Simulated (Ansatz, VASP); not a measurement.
## HfO3: VASP beside Ansatz

```
Hf O
1.0
     4.14066    0.00000    0.00000
     0.00000    4.14066    0.00000
     0.00000    0.00000    4.14066
Hf O
2 6
Direct
  0.00000 0.00000 0.00000
  0.50000 0.50000 0.50000
  0.25000 0.00000 0.50000
  0.75000 0.00000 0.50000
  0.50000 0.25000 0.00000
  0.50000 0.75000 0.00000
  0.00000 0.50000 0.25000
  0.00000 0.50000 0.75000
```

Alike in both runs: functional PBE; k mesh 10 × 10 × 10; occupations gaussian, width 0.1 eV; no spin polarisation.

Ansatz relaxed the structure, and its values are those at the end. VASP's run is a single point on that final structure, the one shown.

|  | VASP | Ansatz |
| --- | --- | --- |
| version | VASP 6.6.1 | Ansatz 0.2.0 |
| potentials or method | VASP PAW PBE potentials, release 64 (Hf_pv, O), cutoff 520 eV | scalar-relativistic, plane waves, PAW |
| valence electrons in the cell | 56 | 88 |

```tsv
	VASP	Ansatz	Ansatz less VASP
gap on the k mesh at the Fermi level (eV)	none	none	-
pressure (GPa)	-3.8	0.0	+3.81
```

A gap of «none» marks a metal or a gap that the smearing closes. With one functional, cell and mesh, what is left measures potentials, basis and numerics. VASP's potentials hold 56 valence electrons a cell and Ansatz's 88, so a difference there can come from the potentials and not from the codes.

Neither program's run includes spin-orbit coupling.
